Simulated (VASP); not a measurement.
## Sr: single point with LDA

Sr:

```
Sr
1.0
     4.29404    0.00000    0.00000
    -2.14702    3.55283    0.00000
     0.00000    0.00000    6.71543
Sr
2
Direct
  0.33333 0.66667 0.25000
  0.66667 0.33333 0.75000
```

```
Program             : VASP 6.6.1
Task                : single point
Functional          : LDA
Potentials or basis : VASP PAW LDA potentials, release 64 (Sr_sv)
Cutoff              : 520 eV
k mesh              : 12 × 12 × 8
Occupations         : gaussian, width 0.15 eV
Spin                : no spin polarisation
```

```json
{"Pressure": "-0.6 GPa", "Largest force": "0.046 eV/Å", "Band gap on the k mesh": "zero (bands 10 and 11 overlap by 0.19 eV)"}
```

Forces in eV/Å, atoms in the order of the input:
```
Sr   0.000 -0.046  0.000
Sr   0.000  0.046  0.000
```

Stress tensor (GPa, compression positive):
```
-1.14  0.00  0.00
 0.00 -0.37  0.00
 0.00  0.00 -0.21
```

Levels at points of the mesh, in eV from the Fermi level:
```csv
k point,band 6,band 7,band 8,band 9,band 10,band 11,band 12,band 13,band 14,band 15
"(0.00, 0.00, 0.00)",-18.30,-18.30,-18.29,-3.78,-1.17,0.30,2.01,2.38,2.48,2.50
"(0.50, 0.00, 0.00)",-18.38,-18.36,-18.32,-1.24,-0.57,0.00,0.17,1.36,1.97,2.19
"(0.00, 0.50, 0.00)",-18.41,-18.37,-18.34,-1.10,-0.45,0.02,0.19,1.48,1.89,2.13
"(0.00, 0.00, 0.50)",-18.32,-18.31,-18.31,-2.74,-2.74,1.32,1.32,2.01,2.01,2.42
"(0.50, 0.00, 0.50)",-18.36,-18.35,-18.35,-0.94,-0.94,0.29,0.29,1.32,1.32,3.06
"(0.00, 0.50, 0.50)",-18.37,-18.36,-18.36,-0.84,-0.84,0.41,0.41,1.37,1.37,2.78
```

It took 4.3 min on 1 thread of Intel(R) Xeon(R) Platinum 8259CL CPU @ 2.50GHz (Skylake/Cascade Lake) (shared host), peak memory 0.42 GiB.
